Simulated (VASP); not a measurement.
# C (P6_3/mmc) in VASP: further runs

Runs on C. Level: BLYP. Tasks: single point.

All numbers are computed with VASP 6.6.1; they aren't measurements. Logs are shortened: lines on timing, memory, paths and dates and some standing lists are left out, and cuts for length are marked.

## (1) The cell of the first run

Symmetry: P6_3/mmc, No. 194, hexagonal system. The conventional cell has a = 1.754 Å, b = 1.754 Å, c = 18.522 Å, α = 90.00°, β = 90.00°, γ = 120.00°. Within 2.3 Å of C (site symmetry -3m) lie 6 C at 1.75 Å. Within 2.3 Å of C (site symmetry -6m2) lie 6 C at 1.75 Å.

## (2) Single point, BLYP (volume scaled by 0.92)

Contents of INCAR:

```
SYSTEM = C
PREC = Accurate
ENCUT = 520
EDIFF = 1E-7
ISMEAR = -1
SIGMA = 0.1
LREAL = .FALSE.
LASPH = .TRUE.
NELM = 100
ALGO = Normal
ISIF = 2
LWAVE = .FALSE.
LCHARG = .FALSE.
GGA = B5
ALDAX = 1.0
AGGAX = 1.0
AGGAC = 1.0
ALDAC = 0.0
NBANDS = 16
```

Contents of KPOINTS:

```
Automatic mesh
0
G
  22 22 2
  0 0 0
```

Contents of POSCAR:

```
C
1.0
    1.7543237201      0.0000000000      0.0000000000
   -0.8771618600      1.5192889081      0.0000000000
    0.0000000000      0.0000000000     18.5224006514
C
4
Direct
    0.0000000000      1.0000000000      1.0000000000
    0.0000000000      1.0000000000      0.5000000000
    0.3333333333      0.6666666667      0.2500000000
    0.6666666667      0.3333333333      0.7500000000
```

Potentials or basis: VASP PAW PBE potentials, release 64 (C).

Started as:

```
$ cat potpaw_PBE.64/C/POTCAR > POTCAR
$ mpirun -np 1 vasp_std > vasp.out
```

OUTCAR:

```text
SYSTEM = C
   PREC = Accurate
   ENCUT = 520
   EDIFF = 1E-7
   ISMEAR = -1
   LREAL = .FALSE.
   LASPH = .TRUE.
   NELM = 100
   ISIF = 2
   GGA = B5

 ion  position               nearest neighbor table
   1  0.000  0.000  0.000-
   2  0.000  0.000  0.500-
   3  0.333  0.667  0.250-
   4  0.667  0.333  0.750-

  LATTYP: Found a hexagonal cell.
 ALAT       =     1.7543237201
 C/A-ratio  =    10.5581429694

  Lattice vectors:

 A1 = (   1.7543237201,   0.0000000000,   0.0000000000)
 A2 = (  -0.8771618600,   1.5192889081,   0.0000000000)
 A3 = (   0.0000000000,   0.0000000000,  18.5224006514)

Analysis of symmetry for initial positions (statically):
=====================================================================
 Subroutine PRICEL returns:
 Original cell was already a primitive cell.

 Routine SETGRP: Setting up the symmetry group for a
 hexagonal supercell.

 Subroutine GETGRP returns: Found 24 space group operations
 (whereof 12 operations were pure point group operations)
 out of a pool of 24 trial point group operations.

The static configuration has the point symmetry D_3d.
 The point group associated with its full space group is D_6h.

Analysis of symmetry for dynamics (positions and initial velocities):
=====================================================================
 Subroutine PRICEL returns:
 Original cell was already a primitive cell.

 Routine SETGRP: Setting up the symmetry group for a
 hexagonal supercell.

 Subroutine GETGRP returns: Found 24 space group operations
 (whereof 12 operations were pure point group operations)
 out of a pool of 24 trial point group operations.

The dynamic configuration has the point symmetry D_3d.
 The point group associated with its full space group is D_6h.

 Subroutine INISYM returns: Found 24 space group operations
 (whereof 12 operations are pure point group operations),
 and found     1 'primitive' translations

----------------------------------------------------------------------------------------

                                     Primitive cell

  volume of cell :      49.3682

  direct lattice vectors                    reciprocal lattice vectors
     1.754323720  0.000000000  0.000000000     0.570020224  0.329101330  0.000000000
    -0.877161860  1.519288908  0.000000000     0.000000000  0.658202660  0.000000000
     0.000000000  0.000000000 18.522400651     0.000000000  0.000000000  0.053988682

  length of vectors
     1.754323720  1.754323720 18.522400651     0.658202660  0.658202660  0.053988682

  position of ions in fractional coordinates (direct lattice)
     0.000000000  0.000000000  0.000000000
     0.000000000  0.000000000  0.500000000
     0.333333333  0.666666667  0.250000000
     0.666666667  0.333333333  0.750000000

  ion indices of the primitive-cell ions
   primitive index   ion index
                 1           1
                 2           2
                 3           3
                 4           4

----------------------------------------------------------------------------------------

 KPOINTS: Automatic mesh

Automatic generation of k-mesh.
 Grid dimensions read from file:
 generate k-points for:   22   22    2

 Generating k-lattice:

  Cartesian coordinates                     Fractional coordinates (reciprocal lattice)
     0.025910010  0.014959151  0.000000000     0.045454545  0.000000000  0.000000000
     0.000000000  0.029918303  0.000000000     0.000000000  0.045454545  0.000000000
     0.000000000  0.000000000  0.026994341     0.000000000  0.000000000  0.500000000

  Length of vectors
     0.029918303  0.029918303  0.026994341

  Shift w.r.t. Gamma in fractional coordinates (k-lattice)
     0.000000000  0.000000000  0.000000000

 Subroutine IBZKPT returns following result:
 ===========================================

 Found    104 irreducible k-points:

 Following reciprocal coordinates:
            Coordinates               Weight
  0.000000  0.000000  0.000000      1.000000
  0.045455  0.000000  0.000000      6.000000
  0.090909  0.000000  0.000000      6.000000
  0.136364 -0.000000  0.000000      6.000000
  0.181818  0.000000  0.000000      6.000000
  0.227273  0.000000  0.000000      6.000000
[... 16 lines left out ...]
  0.090909  0.090909  0.000000      6.000000
  0.136364  0.090909  0.000000     12.000000
 [... further k-points ...]
   k-points           NKPTS =    104   k-points in BZ     NKDIM =    104   number of bands    NBANDS=     16
   number of dos      NEDOS =    301   number of ions     NIONS =      4
   total plane-waves  NPLWV =  27440
   dimension x,y,z NGX =    14 NGY =   14 NGZ =  140
   dimension x,y,z NGXF=    28 NGYF=   28 NGZF=  280
   ions per type =               4
   NGX,Y,Z   is equivalent  to a cutoff of  13.27, 13.27, 12.57 a.u.
   NGXF,Y,Z  is equivalent  to a cutoff of  26.53, 26.53, 25.13 a.u.
 SYSTEM =  C
   PREC   = accura    normal or accurate (medium, high low for compatibility)
   ISTART =      0    job   : 0-new  1-cont  2-samecut
   ICHARG =      2    charge: 1-file 2-atom 10-const
   ISPIN  =      1    spin polarized calculation?
   LNONCOLLINEAR =      F non collinear calculations
   LSORBIT =      F    spin-orbit coupling
   LASPH  =      T    aspherical Exc in radial PAW
   ENCUT  =  520.0 eV  38.22 Ry    6.18 a.u.   3.26  3.26 34.44*2*pi/ulx,y,z
   NELM   =    100;   NELMIN=  2; NELMDL= -5     # of ELM steps
   EDIFF  = 0.1E-06   stopping-criterion for ELM
   LREAL  =      F    real-space projection
   EDIFFG = 0.1E-05   stopping-criterion for IOM
   NSW    =      0    number of steps for IOM
   IBRION =     -1    ionic relax: 0-MD 1-quasi-New 2-CG
   NFREE  =      0    steps in history (QN), initial steepest desc. (CG)
   ISIF   =      2    stress and relaxation
   ISYM   =      2    0-nonsym 1-usesym 2-fastsym
   POTIM  = 0.5000    time-step for ionic-motion
   TEBEG  =    0.0;   TEEND  =   0.0 temperature during run
   PSTRESS=    0.0 pullay stress
   NELECT =      16.0000    total number of electrons
   NUPDOWN=      -1.0000    fix difference up-down
   EMIN   =  10.00;   EMAX   =-10.00  energy-range for DOS
   EFERMI =   0.00;   METHOD = LEGACY
   ISMEAR =    -1;   SIGMA  =   0.10  broadening in eV -4-tet -1-fermi 0-gaus
   EFERMI_NEDOS =   21; number of points for ismear=-14 and -15
   IALGO  =     38    algorithm
   IMIX   =      4    mixing-type and parameters
     AMIX     =   0.40;   BMIX     =  1.00
     AMIX_MAG =   1.60;   BMIX_MAG =  1.00
  volume/ion in A,a.u.               =      12.34        83.29
  Fermi-wavevector in a.u.,A,eV,Ry     =   1.124516  2.125027 17.205065  1.264537
  Thomas-Fermi vector in A             =   2.261188
   LORBIT       =      0    0 simple, 1 ext, 2 COOP (PROOUT), +10 PAW based schemes
   GGA     = B5    functional components
   LHFCALC =     F    Hartree Fock is set to
   AEXX    =    0.0000 exact exchange contribution
   IVDW    =     0    specifies the selected vdW correction
   LEPSILON=     F    determine dielectric tensor
   LRPA    =     F    only Hartree local field effects (RPA)
 non-spin polarized calculation
  energy-cutoff  :      520.00
  volume of cell :       49.37
 maximum number of plane-waves:      1383
 NGX is ok and might be reduce to    14
   NGX =  7   NGY =  7   NGZ = 69

 number of electron      15.9999999 magnetization

 Free energy of the ion-electron system (eV)
  ---------------------------------------------------
  ext. energy  EPLUGINS =         0.00000000
  ---------------------------------------------------
  free energy    TOTEN  =       -18.07773388 eV

  energy without entropy =      -18.02812003  energy(sigma->0) =      -18.05292696

 E-fermi :   3.0423     XC(G=0):  -8.1397

 val. band max:        3.0219512517   @ k =   0.3636   0.0455   0.0000
 cond. band min:       3.0745622333   @ k =   0.3636   0.0455   0.5000
 fundamental gap:      0.0526109816
 Fermi energy:         3.0422678110

 k-point     1 :       0.0000    0.0000    0.0000
  band No.  band energies     occupation
      1     -17.2756      2.00000
      2     -17.2690      2.00000
      3     -17.2689      2.00000
      4     -17.2622      2.00000
      5      -4.9577      2.00000
      6      -4.8255      2.00000
[... 8 lines left out ...]
     15      14.2503      0.00000
     16      17.2797      0.00000

 k-point     2 :       0.0455    0.0000    0.0000
  band No.  band energies     occupation
      1     -17.1742      2.00000
      2     -17.1675      2.00000
      3     -17.1675      2.00000
      4     -17.1608      2.00000
      5      -4.8375      2.00000
      6      -4.7059      2.00000
[... 8 lines left out ...]
     15      14.3383      0.00000
     16      17.5152      0.00000

 k-point     3 :       0.0909    0.0000    0.0000
  band No.  band energies     occupation
      1     -16.8701      2.00000
      2     -16.8635      2.00000
      3     -16.8635      2.00000
      4     -16.8569      2.00000
      5      -4.4781      2.00000
      6      -4.3481      2.00000
[... 8 lines left out ...]
     15      14.5401      0.00000
     16      16.5064      0.00000

 k-point     4 :       0.1364   -0.0000    0.0000
  band No.  band energies     occupation
      1     -16.3643      2.00000
      2     -16.3580      2.00000
      3     -16.3580      2.00000
      4     -16.3516      2.00000
      5      -3.8828      2.00000
      6      -3.7557      2.00000
[... 8 lines left out ...]
     15      14.3243      0.00000
     16      14.9828      0.00000
[... 324 lines left out ...]
 k-point    22 :       0.4545    0.0455    0.0000
  band No.  band energies     occupation
      1      -7.4334      2.00000
      2      -7.4321      2.00000
      3      -7.4320      2.00000
      4      -7.4307      2.00000
      5      -1.7847      2.00000
      6      -1.7817      2.00000
[... 8 lines left out ...]
     15      11.4649      0.00000
     16      11.4650      0.00000

 k-point    23 :       0.0909    0.0909    0.0000
  band No.  band energies     occupation
      1     -16.0612      2.00000
      2     -16.0551      2.00000
      3     -16.0551      2.00000
      4     -16.0489      2.00000
      5      -3.5280      2.00000
      6      -3.4028      2.00000
[... 8 lines left out ...]
     15      14.0925      0.00000
     16      14.5823      0.00000

 k-point    24 :       0.1364    0.0909    0.0000
  band No.  band energies     occupation
      1     -15.3565      2.00000
      2     -15.3507      2.00000
      3     -15.3506      2.00000
      4     -15.3448      2.00000
      5      -2.7083      2.00000
      6      -2.5874      2.00000
[... 8 lines left out ...]
     15      12.8711      0.00000
     16      13.0689      0.00000

 [... further k-points ...]

------------------------ aborting loop because EDIFF is reached ----------------------------------------

  FORCE on cell =-STRESS in cart. coord.  units (eV):
  Direction    XX          YY          ZZ          XY          YZ          ZX
  --------------------------------------------------------------------------------------
  -------------------------------------------------------------------------------------
  Total        1.1531904      1.1531904      0.0583055      0.0000000      0.0000000     -0.0000000
  in kB       37.4252084     37.4252084      1.8922239      0.0000000      0.0000000     -0.0000000
  external PRESSURE =      25.5808802 kB  Pullay stress =       0.0000000 kB

 VOLUME and BASIS-vectors are now :
 -----------------------------------------------------------------------------
  energy-cutoff  :      520.00
  volume of cell :       49.37
      direct lattice vectors                 reciprocal lattice vectors
     1.754323720  0.000000000  0.000000000     0.570020224  0.329101330  0.000000000
    -0.877161860  1.519288908  0.000000000     0.000000000  0.658202660  0.000000000
     0.000000000  0.000000000 18.522400651     0.000000000  0.000000000  0.053988682

 POSITION                                       TOTAL-FORCE (eV/Angst)
 -----------------------------------------------------------------------------------
      0.00000      0.00000      0.00000        -0.000000      0.000000      0.000000
      0.00000      0.00000      9.26120        -0.000000      0.000000      0.000000
     -0.00000      1.01286      4.63060         0.000000     -0.000000      0.000000
      0.87716      0.50643     13.89180        -0.000000      0.000000     -0.000000
 -----------------------------------------------------------------------------------
    total drift:                               -0.000000      0.000000      0.000000

  FREE ENERGIE OF THE ION-ELECTRON SYSTEM (eV)
  ---------------------------------------------------
  free  energy   TOTEN  =       -18.0777338817 eV

  energy  without entropy=      -18.0281200301  energy(sigma->0) =      -18.05292696
```

Wall time 64 s (1 thread of Intel Xeon 6975P-C (Granite Rapids), shared host); peak memory 0.19 GiB.

Results:

```yaml
Free_energy: -18.0777 eV
Pressure: 2.6 GPa
Band_gap_on_the_k_mesh: zero (band 8 reaches 3.44 eV, above the bottom of band 9 at 2.68 eV)
```

Levels at points of the mesh, in eV from the Fermi level:
```tsv
k point	band 6	band 7	band 8	band 9	band 10	band 11
(0.00, 0.00, 0.00)	-7.87	-7.87	-7.73	2.69	3.72	3.72
(0.50, 0.00, 0.00)	-5.10	-5.10	-5.10	2.21	2.23	2.23
(0.00, 0.00, 0.50)	-7.96	-7.77	-7.77	2.96	2.96	4.80
(0.50, 0.00, 0.50)	-5.11	-5.10	-5.10	2.22	2.22	2.24
```

Caveat: the PAW data sets were made with another functional, which shifts forces and pressure a little; this functional lacks dispersion, which binds the layers, so the pressure and a relaxed spacing across them are unreliable.

## (3) Single point, BLYP (volume scaled by 0.96)

Contents of INCAR:

```
  PREC = Accurate
  ENCUT = 520
  EDIFF = 1E-7
  ISMEAR = -1
  SIGMA = 0.1
  LREAL = False
  LASPH = True
  NELM = 100
  ALGO = Normal
  ISIF = 2
  LWAVE = False
  LCHARG = False
  GGA = B5
  ALDAX = 1.0
  AGGAX = 1.0
  AGGAC = 1.0
  ALDAC = 0.0
  NBANDS = 16
```

Contents of KPOINTS:

```
regular mesh
0
Gamma
  22 22 2
```

Contents of POSCAR:

```
C
1.0
    1.7793888740      0.0000000000      0.0000000000
   -0.8896944370      1.5409959681      0.0000000000
    0.0000000000      0.0000000000     18.7870421294
C
4
Direct
    0.0000000000      1.0000000000      1.0000000000
    0.0000000000      1.0000000000      0.5000000000
    0.3333333333      0.6666666667      0.2500000000
    0.6666666667      0.3333333333      0.7500000000
```

Potentials or basis: VASP PAW PBE potentials, release 64 (C).

Started as:

```
$ cat potpaw_PBE.64/C/POTCAR > POTCAR
$ mpirun -np 1 vasp_std > vasp.out
```

Wall time 64 s (1 thread of Intel Xeon 6975P-C (Granite Rapids), shared host); peak memory 0.19 GiB.

It converged, with:

```
Free energy            : -18.0965 eV
Pressure               : 0.4 GPa
Band gap on the k mesh : zero (band 8 reaches 3.11 eV, above the bottom of band 9 at 1.93 eV)
```

Stress tensor (GPa, compression positive):
```
0.51 0.00 0.00
0.00 0.51 0.00
0.00 0.00 0.19
```

Levels at points of the mesh, in eV from the Fermi level:
```csv
k point,band 5,band 6,band 7,band 8,band 9,band 10,band 11,band 12
"(0.00, 0.00, 0.00)",-7.55,-7.43,-7.43,-7.30,2.94,3.93,3.93,5.70
"(0.50, 0.00, 0.00)",-5.14,-5.14,-5.14,-5.13,2.23,2.25,2.25,2.26
"(0.00, 0.00, 0.50)",-7.52,-7.52,-7.33,-7.33,3.20,3.20,4.97,4.97
"(0.50, 0.00, 0.50)",-5.14,-5.14,-5.14,-5.14,2.24,2.24,2.26,2.26
```

Caveat: the PAW data sets were made with another functional, which shifts forces and pressure a little; this functional lacks dispersion, which binds the layers, so the pressure and a relaxed spacing across them are unreliable.

(Part 1 of 2 ends here.)
